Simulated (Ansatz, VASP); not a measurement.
## One calculation of ScBSbP3, two programs

```
Sc B Sb P
1.0
     6.46895    0.00000    0.00000
    -3.23447    5.60227    0.00000
     0.00000    0.00000    3.07378
Sc B Sb P
1 1 1 3
Direct
  0.00000 0.00000 0.00000
  0.33333 0.66667 0.00000
  0.66667 0.33333 0.00000
  0.06888 0.53444 0.50000
  0.46556 0.53444 0.50000
  0.46556 0.93112 0.50000
```

Change from the starting cell: species swapped into the YSiBRh3 type (P-6m2, No. 187).

Alike in both runs: functional PBE; k mesh 3 × 3 × 6; occupations gaussian, width 0.1 eV; no spin polarisation.

Ansatz relaxed the structure, and its values are those at the end. VASP's run is a single point on that final structure, the one shown.

|  | VASP | Ansatz |
| --- | --- | --- |
| version | VASP 6.6.1 | Ansatz 0.2.0 |
| potentials or method | VASP PAW PBE potentials, release 64 (Sc_sv, B, Sb, P), cutoff 520 eV | scalar-relativistic, plane waves, PAW |
| valence electrons in the cell | 34 | 44 |

```csv
,VASP,Ansatz,Ansatz less VASP
gap on the k mesh at the Fermi level (eV),none,none,-
pressure (GPa),0.0,0.1,+0.08
rms of the force components (eV/Å),0.016,0.002,-0.0134
```

A gap of «none» marks a metal or a gap that the smearing closes. The functional is the same, so the differences come from potentials, cutoffs and numerics. VASP's potentials hold 34 valence electrons a cell and Ansatz's 44, so a difference there can come from the potentials and not from the codes.

The k mesh is coarse, so the values compare programs but aren't converged. Spin-orbit coupling is off throughout.
